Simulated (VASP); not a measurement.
# InSe in VASP: single point with LDA

Aim: the single point of InSe with LDA.

Everything below comes from runs of VASP 6.6.1. Logs are shortened: lines on timing, memory, paths and dates and some standing lists are left out, and cuts for length are marked.

### Step 1. The cell of the first run

The cell holds a sheet with vacuum, 8 atoms: a = 4.000 Å, b = 4.030 Å, c = 51.200 Å, α = 90.00°, β = 90.00°, γ = 119.75°.

### Step 2. Single point, LDA

File INCAR:

```
SYSTEM = InSe
PREC = Accurate
ENCUT = 520
EDIFF = 1E-6
ISMEAR = 0
SIGMA = 0.02
LREAL = .FALSE.
LASPH = .TRUE.
NELM = 80
ALGO = Normal
ISIF = 2
LWAVE = .FALSE.
LCHARG = .FALSE.
LDIPOL = .TRUE.
IDIPOL = 3
DIPOL = 0.5 0.5 0.310
NBANDS = 48
```

File KPOINTS:

```
regular mesh
0
G
  10 10 1
  0 0 0
```

File POSCAR:

```
InSe
1.0
    4.0000000000      0.0000000000      0.0000000000
   -2.0000000000      3.4987426313      0.0000000000
    0.0000000000      0.0000000000     51.2000000031
Se In
4 4
Direct
    0.3310833681      0.6621667362      0.1800517203
    0.3311817804      0.6623635608      0.2820029879
    0.0010107911      0.0020215823      0.3371542289
    0.0009481246      0.0018962491      0.4390824394
   -0.0010402596     -0.0020805191      0.2041918741
   -0.0008880853     -0.0017761705      0.2577696582
    0.6688871599      0.3377743199      0.3613697455
    0.6688171206      0.3376342413      0.4149398456
```

Potentials or basis: VASP PAW LDA potentials, release 64 (Se, In_d).

Launch:

```console
cat potpaw_LDA.64/Se/POTCAR potpaw_LDA.64/In_d/POTCAR > POTCAR
mpirun -np 1 vasp_std > vasp.out
```

OUTCAR:

```text
SYSTEM = InSe
   PREC = Accurate
   ENCUT = 520
   EDIFF = 1E-6
   ISMEAR = 0
   LREAL = .FALSE.
   LASPH = .TRUE.
   NELM = 80
   ISIF = 2

 ion  position               nearest neighbor table
   1  0.331  0.662  0.180-   5 2.63   5 2.63   5 2.63
   2  0.331  0.662  0.282-   6 2.63   6 2.63   6 2.63
   3  0.001  0.002  0.337-   7 2.63   7 2.63   7 2.63
   4  0.001  0.002  0.439-   8 2.63   8 2.63   8 2.63
   5  0.999  0.998  0.204-   1 2.63   1 2.63   1 2.63   6 2.74
   6  0.999  0.998  0.258-   2 2.63   2 2.63   2 2.63   5 2.74
   7  0.669  0.338  0.361-   3 2.63   3 2.63   3 2.63   8 2.74
   8  0.669  0.338  0.415-   4 2.63   4 2.63   4 2.63   7 2.74

  LATTYP: Found a base centered orthorhombic cell.
 ALAT       =     4.0000000000
 B/A-ratio  =     1.7493713156
 C/A-ratio  =    12.8000000008

  Lattice vectors:

 A1 = (   2.0000000000,  -3.4987426313,   0.0000000000)
 A2 = (   2.0000000000,   3.4987426313,   0.0000000000)
 A3 = (   0.0000000000,   0.0000000000,  51.2000000031)

Analysis of symmetry for initial positions (statically):
=====================================================================
 Subroutine PRICEL returns:
 Original cell was already a primitive cell.

 Routine SETGRP: Setting up the symmetry group for a
 base centered orthorhombic supercell.

 Subroutine GETGRP returns: Found  2 space group operations
 (whereof  2 operations were pure point group operations)
 out of a pool of  8 trial point group operations.

The static configuration has the point symmetry C_1h.

Analysis of symmetry for dynamics (positions and initial velocities):
=====================================================================
 Subroutine PRICEL returns:
 Original cell was already a primitive cell.

 Routine SETGRP: Setting up the symmetry group for a
 base centered orthorhombic supercell.

 Subroutine GETGRP returns: Found  2 space group operations
 (whereof  2 operations were pure point group operations)
 out of a pool of  8 trial point group operations.

The dynamic configuration has the point symmetry C_1h.

 Subroutine INISYM returns: Found  2 space group operations
 (whereof  2 operations are pure point group operations),
 and found     1 'primitive' translations

----------------------------------------------------------------------------------------

                                     Primitive cell

  volume of cell :     716.5425

  direct lattice vectors                    reciprocal lattice vectors
     4.000000000  0.000000000  0.000000000     0.250000000  0.142908482  0.000000000
    -2.000000000  3.498742631  0.000000000     0.000000000  0.285816965  0.000000000
     0.000000000  0.000000000 51.200000003     0.000000000  0.000000000  0.019531250

  length of vectors
     4.000000000  4.030037221 51.200000003     0.287963252  0.285816965  0.019531250

  position of ions in fractional coordinates (direct lattice)
     0.331083368  0.662166736  0.180051720
     0.331181780  0.662363561  0.282002988
     0.001010791  0.002021582  0.337154229
     0.000948125  0.001896249  0.439082439
     0.998959740  0.997919481  0.204191874
     0.999111915  0.998223829  0.257769658
     0.668887160  0.337774320  0.361369745
     0.668817121  0.337634241  0.414939846

  ion indices of the primitive-cell ions
   primitive index   ion index
                 1           1
                 2           2
                 3           3
                 4           4
                 5           5
                 6           6
                 7           7
                 8           8

----------------------------------------------------------------------------------------

 KPOINTS: regular mesh

Automatic generation of k-mesh.
 Grid dimensions read from file:
 generate k-points for:   10   10    1

 Generating k-lattice:

  Cartesian coordinates                     Fractional coordinates (reciprocal lattice)
     0.025000000  0.014290848  0.000000000     0.100000000  0.000000000  0.000000000
     0.000000000  0.028581696  0.000000000     0.000000000  0.100000000  0.000000000
     0.000000000  0.000000000  0.019531250     0.000000000  0.000000000  1.000000000

  Length of vectors
     0.028796325  0.028581696  0.019531250

  Shift w.r.t. Gamma in fractional coordinates (k-lattice)
     0.000000000  0.000000000  0.000000000

 Subroutine IBZKPT returns following result:
 ===========================================

 Found     31 irreducible k-points:

 Following reciprocal coordinates:
            Coordinates               Weight
  0.000000  0.000000  0.000000      1.000000
  0.100000  0.000000  0.000000      4.000000
  0.200000  0.000000  0.000000      4.000000
  0.300000  0.000000  0.000000      4.000000
  0.400000  0.000000  0.000000      4.000000
  0.500000  0.000000  0.000000      2.000000
[... 16 lines left out ...]
  0.000000  0.300000  0.000000      2.000000
  0.100000  0.300000  0.000000      4.000000
 [... further k-points ...]
   k-points           NKPTS =     31   k-points in BZ     NKDIM =     31   number of bands    NBANDS=     48
   number of dos      NEDOS =    301   number of ions     NIONS =      8
   total plane-waves  NPLWV = 345600
   dimension x,y,z NGX =    30 NGY =   30 NGZ =  384
   dimension x,y,z NGXF=    60 NGYF=   60 NGZF=  768
   ions per type =               4   4
   NGX,Y,Z   is equivalent  to a cutoff of  12.47, 12.38, 12.47 a.u.
   NGXF,Y,Z  is equivalent  to a cutoff of  24.94, 24.75, 24.94 a.u.
 SYSTEM =  InSe
   PREC   = accura    normal or accurate (medium, high low for compatibility)
   ISTART =      0    job   : 0-new  1-cont  2-samecut
   ICHARG =      2    charge: 1-file 2-atom 10-const
   ISPIN  =      1    spin polarized calculation?
   LNONCOLLINEAR =      F non collinear calculations
   LSORBIT =      F    spin-orbit coupling
   LASPH  =      T    aspherical Exc in radial PAW
   ENCUT  =  520.0 eV  38.22 Ry    6.18 a.u.   7.44  7.49 95.20*2*pi/ulx,y,z
   NELM   =     80;   NELMIN=  2; NELMDL= -5     # of ELM steps
   EDIFF  = 0.1E-05   stopping-criterion for ELM
   LREAL  =      F    real-space projection
   EDIFFG = 0.1E-04   stopping-criterion for IOM
   NSW    =      0    number of steps for IOM
   IBRION =     -1    ionic relax: 0-MD 1-quasi-New 2-CG
   NFREE  =      0    steps in history (QN), initial steepest desc. (CG)
   ISIF   =      2    stress and relaxation
   ISYM   =      2    0-nonsym 1-usesym 2-fastsym
   POTIM  = 0.5000    time-step for ionic-motion
   TEBEG  =    0.0;   TEEND  =   0.0 temperature during run
   PSTRESS=    0.0 pullay stress
   NELECT =      76.0000    total number of electrons
   NUPDOWN=      -1.0000    fix difference up-down
   EMIN   =  10.00;   EMAX   =-10.00  energy-range for DOS
   EFERMI =   0.00;   METHOD = LEGACY
   ISMEAR =     0;   SIGMA  =   0.02  broadening in eV -4-tet -1-fermi 0-gaus
   EFERMI_NEDOS =   21; number of points for ismear=-14 and -15
   IALGO  =     38    algorithm
   IMIX   =      4    mixing-type and parameters
     AMIX     =   0.40;   BMIX     =  1.00
     AMIX_MAG =   1.60;   BMIX_MAG =  1.00
  volume/ion in A,a.u.               =      89.57       604.43
  Fermi-wavevector in a.u.,A,eV,Ry     =   0.774935  1.464415  8.170632  0.600525
  Thomas-Fermi vector in A             =   1.877096
   LORBIT       =      0    0 simple, 1 ext, 2 COOP (PROOUT), +10 PAW based schemes
   GGA     = CA    functional components
   LHFCALC =     F    Hartree Fock is set to
   AEXX    =    0.0000 exact exchange contribution
   IVDW    =     0    specifies the selected vdW correction
   LEPSILON=     F    determine dielectric tensor
   LRPA    =     F    only Hartree local field effects (RPA)
 non-spin polarized calculation
 Gauss-broadening in eV      SIGMA  =   0.02
  energy-cutoff  :      520.00
  volume of cell :      716.54
 maximum number of plane-waves:     19429
 NGX is ok and might be reduce to    30
   NGX = 15   NGY = 15   NGZ =191

 dipolmoment           0.000000      0.000000     -0.000272 electrons x Angstroem

 number of electron      75.9999990 magnetization

 dipolmoment           0.000000      0.000000      0.000013 electrons x Angstroem

 Free energy of the ion-electron system (eV)
  ---------------------------------------------------
  ext. energy  EPLUGINS =         0.00000000
  ---------------------------------------------------
  free energy    TOTEN  =       -33.18235417 eV

  energy without entropy =      -33.18235417  energy(sigma->0) =      -33.18235417

 E-fermi :  -2.5124     XC(G=0):  -3.2026

 val. band max:       -2.6470608504   @ k =   0.1000   0.0000   0.0000
 cond. band min:      -1.8749027227   @ k =   0.0000   0.0000   0.0000
 fundamental gap:      0.7721581277
 Fermi energy:        -2.5124348497

 k-point     1 :       0.0000    0.0000    0.0000
  band No.  band energies     occupation
      1     -17.1912      2.00000
      2     -17.1866      2.00000
      3     -16.9691      2.00000
      4     -16.9669      2.00000
      5     -16.9640      2.00000
      6     -16.9618      2.00000
[... 40 lines left out ...]
     47       2.6048      0.00000
     48       2.6357      0.00000

 k-point     2 :       0.1000    0.0000    0.0000
  band No.  band energies     occupation
      1     -17.1911      2.00000
      2     -17.1866      2.00000
      3     -17.0091      2.00000
      4     -17.0018      2.00000
      5     -16.9672      2.00000
      6     -16.9621      2.00000
[... 40 lines left out ...]
     47       2.4745      0.00000
     48       2.6066      0.00000

 k-point     3 :       0.2000    0.0000    0.0000
  band No.  band energies     occupation
      1     -17.2012      2.00000
      2     -17.1960      2.00000
      3     -17.0858      2.00000
      4     -17.0749      2.00000
      5     -17.0275      2.00000
      6     -17.0144      2.00000
[... 1060 lines left out ...]
     47       2.1321      0.00000
     48       2.3004      0.00000

 k-point    24 :       0.1000    0.3000    0.0000
  band No.  band energies     occupation
      1     -17.2758      2.00000
      2     -17.2666      2.00000
      3     -17.1581      2.00000
      4     -17.1467      2.00000
      5     -17.1212      2.00000
      6     -17.1162      2.00000
[... 40 lines left out ...]
     47       1.9335      0.00000
     48       2.0041      0.00000

 [... further k-points ...]

------------------------ aborting loop because EDIFF is reached ----------------------------------------

 vacuum level on the upper side and lower side of the slab       (xc-potential included)        -0.111        -0.110

  FORCE on cell =-STRESS in cart. coord.  units (eV):
  Direction    XX          YY          ZZ          XY          YZ          ZX
  --------------------------------------------------------------------------------------
  -------------------------------------------------------------------------------------
  Total       -1.2164012     -1.8597697      0.1976206      0.0000000      0.0029517      0.0000000
  in kB       -2.7198532     -4.1584147      0.4418764      0.0000000      0.0065999      0.0000000
  external PRESSURE =      -2.1454638 kB  Pullay stress =       0.0000000 kB

 VOLUME and BASIS-vectors are now :
 -----------------------------------------------------------------------------
  energy-cutoff  :      520.00
  volume of cell :      716.54
      direct lattice vectors                 reciprocal lattice vectors
     4.000000000  0.000000000  0.000000000     0.250000000  0.142908482  0.000000000
    -2.000000000  3.498742631  0.000000000     0.000000000  0.285816965  0.000000000
     0.000000000  0.000000000 51.200000003     0.000000000  0.000000000  0.019531250

 POSITION                                       TOTAL-FORCE (eV/Angst)
 -----------------------------------------------------------------------------------
      0.00000      2.31675      9.21865         0.000000      0.001046     -0.028318
      0.00000      2.31744     14.43855         0.000000      0.000257      0.026933
     -0.00000      0.00707     17.26230         0.000000      0.000076     -0.027770
      0.00000      0.00663     22.48102         0.000000      0.000899      0.028658
      2.00000      3.49146     10.45462         0.000000     -0.001113      0.011562
      2.00000      3.49253     13.19781         0.000000     -0.000747     -0.011987
      2.00000      1.18179     18.50213         0.000000      0.000312      0.011980
      2.00000      1.18130     21.24492         0.000000     -0.000729     -0.011058
 -----------------------------------------------------------------------------------
    total drift:                               -0.000000     -0.000548      0.001386

  FREE ENERGIE OF THE ION-ELECTRON SYSTEM (eV)
  ---------------------------------------------------
  free  energy   TOTEN  =       -33.1823541708 eV

  energy  without entropy=      -33.1823541708  energy(sigma->0) =      -33.18235417

 vacuum level on the upper side and lower side of the slab         2.953         2.953
```

Wall time 40 min (1 thread of Oxide Virtual Turin-like, shared host); peak memory 1 GiB.

Results:

| Property | Result |
| --- | --- |
| Free energy | -33.1824 eV |
| Largest force | 0.029 eV/Å |
| Band gap on the k mesh | 0.77 eV (least direct gap 0.87 eV) |

Forces in eV/Å, atoms in the order of the input:
```
Se   0.000  0.001 -0.028
Se   0.000  0.000  0.027
Se   0.000  0.000 -0.028
Se   0.000  0.001  0.029
In   0.000 -0.001  0.012
In   0.000 -0.001 -0.012
In   0.000  0.000  0.012
In   0.000 -0.001 -0.011
```

Caveat: spin-orbit coupling is left out, which moves the levels of the heavy elements.
